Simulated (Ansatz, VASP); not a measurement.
## Two plane-wave programs on Al3Ga2P5

```xyz
10
Lattice="-1.8672 1.8672 13.2030 1.8672 -1.8672 13.2030 1.8672 1.8672 -13.2030" Properties=species:S:1:pos:R:3 pbc="T T T"
Al    0.0000    0.0000    5.2812
Al    0.0000    0.0000   21.1248
Al    0.0000    0.0000    0.0000
Ga    0.0000    0.0000   15.8436
Ga    0.0000    0.0000   10.5624
P     1.8672    0.0000    6.6015
P     0.0000    1.8672    9.2421
P     1.8672    0.0000   11.8827
P     1.8672    0.0000    1.3203
P     0.0000    1.8672    3.9609
```

Alike in both runs: task single point; functional PBE; k mesh 6 × 6 × 6; occupations gaussian, width 0.1 eV; no spin polarisation.

|  | VASP | Ansatz |
| --- | --- | --- |
| version | VASP 6.6.1 | Ansatz 0.2.0 |
| potentials or method | VASP PAW PBE potentials, release 64 (Al, Ga_d, P), cutoff 520 eV | scalar-relativistic, plane waves, PAW |
| valence electrons in the cell | 60 | 60 |

Ansatz gave:

```
gap on the k mesh at the Fermi level (eV)                     : 1.36
least direct gap on the mesh (eV)                             : 1.49
pressure (GPa)                                                : 13.3
traceless stress, the component that is largest in VASP (GPa) : -0.14
rms of the force components (eV/Å)                            : 0.021
```

**Question.** Estimate VASP's values.

**Answer.** gap on the k mesh at the Fermi level (eV): 1.36; least direct gap on the mesh (eV): 1.48; pressure (GPa): 13.1; traceless stress, the component that is largest in VASP (GPa): -0.14; rms of the force components (eV/Å): 0.021.

Atom by atom the forces differ by 0.000 eV/Å (rms over components).
